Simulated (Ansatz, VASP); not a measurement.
Zn: VASP beside Ansatz

```
CELL_PARAMETERS angstrom
-1.72606 1.72606 1.30234
1.72606 -1.72606 1.30234
1.72606 1.72606 -1.30234
ATOMIC_POSITIONS crystal
Zn 0.00000 0.00000 0.00000
```

Alike in both runs: functional PBE; k mesh 20 × 20 × 20; occupations gaussian, width 0.1 eV; no spin polarisation.

Ansatz relaxed the structure, and its values are those at the end. VASP's run is a single point on that final structure, the one shown.

|  | VASP | Ansatz |
| --- | --- | --- |
| version | VASP 6.6.1 | Ansatz 0.2.0 |
| potentials or method | VASP PAW PBE potentials, release 64 (Zn), cutoff 520 eV | scalar-relativistic, plane waves, PAW |
| valence electrons in the cell | 12 | 12 |

Ansatz gave:

```
gap on the k mesh at the Fermi level (eV) : none
pressure (GPa)                            : 0.0
```

Problem. Which values does VASP return?

Solution. gap on the k mesh at the Fermi level (eV): none; pressure (GPa): 0.3.

A gap of «none» marks a metal or a gap that the smearing closes.
